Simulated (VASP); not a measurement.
Wanted: the native input for a VASP 6.6.1 run.

* Task: single point
* Functional: r2SCAN
* Potentials or basis: VASP PAW PBE potentials, release 64 (Ga_d, Sb)
* Cutoff: 520 eV
* k mesh: 6 × 6 × 6
* Occupations: fermi-dirac, width 0.02 eV
* Spin: no spin polarisation
* Dipole correction: no
* Further INCAR settings: ALGO = Normal; EDIFF = 1e-06; NBANDS = 16

Crystal: GaSb (zinc blende type).

```
CELL_PARAMETERS angstrom
0.00000 3.11000 3.11000
3.11000 0.00000 3.11000
3.11000 3.11000 0.00000
ATOMIC_POSITIONS crystal
Ga 0.00000 0.00000 0.00000
Sb 0.25000 0.25000 0.25000
```

The input as run:

POSCAR

```
GaSb
1.0
    0.0000000000      3.1100000000      3.1100000000
    3.1100000000      0.0000000000      3.1100000000
    3.1100000000      3.1100000000      0.0000000000
Ga Sb
1 1
Direct
    0.0000000000      0.0000000000      0.0000000000
    0.2500000000      0.2500000000      0.2500000000
```

INCAR.step1

```
PREC = Accurate
ENCUT = 520
ISMEAR = -1
SIGMA = 0.02
LREAL = False
LASPH = True
NELM = 80
NBANDS = 16
GGA = PE
ALGO = Normal
EDIFF = 1E-4
LWAVE = True
LCHARG = False
```

INCAR.step2

```
PREC = Accurate
ENCUT = 520
EDIFF = 1E-6
ISMEAR = -1
SIGMA = 0.02
LREAL = False
LASPH = True
NELM = 80
ALGO = Normal
ISIF = 2
LWAVE = False
LCHARG = False
METAGGA = R2SCAN
LMIXTAU = True
NBANDS = 16
ISTART = 1
```

KPOINTS

```
regular mesh
0
Gamma
  6 6 6
```

Potentials or basis: VASP PAW PBE potentials, release 64 (Ga_d, Sb).

The run is started by

```console
$ cat potpaw_PBE.64/Ga_d/POTCAR potpaw_PBE.64/Sb/POTCAR > POTCAR
$ cp INCAR.step1 INCAR
$ mpirun -np 1 vasp_std > vasp.out
$ cp INCAR.step2 INCAR
$ mpirun -np 1 vasp_std > vasp.out
```

It gave:

The pressure is -2.0 GPa and the band gap on the k mesh is 0.08 eV.

Caveat: semilocal functionals underestimate gaps, and a narrow one can read as zero; the PAW data sets were made with another functional, which shifts forces and pressure a little; spin-orbit coupling is left out, which moves the levels of the heavy elements.

Run time: 92 s on 1 thread of Intel Xeon 8259CL, on a shared host, peak memory 0.21 GiB.
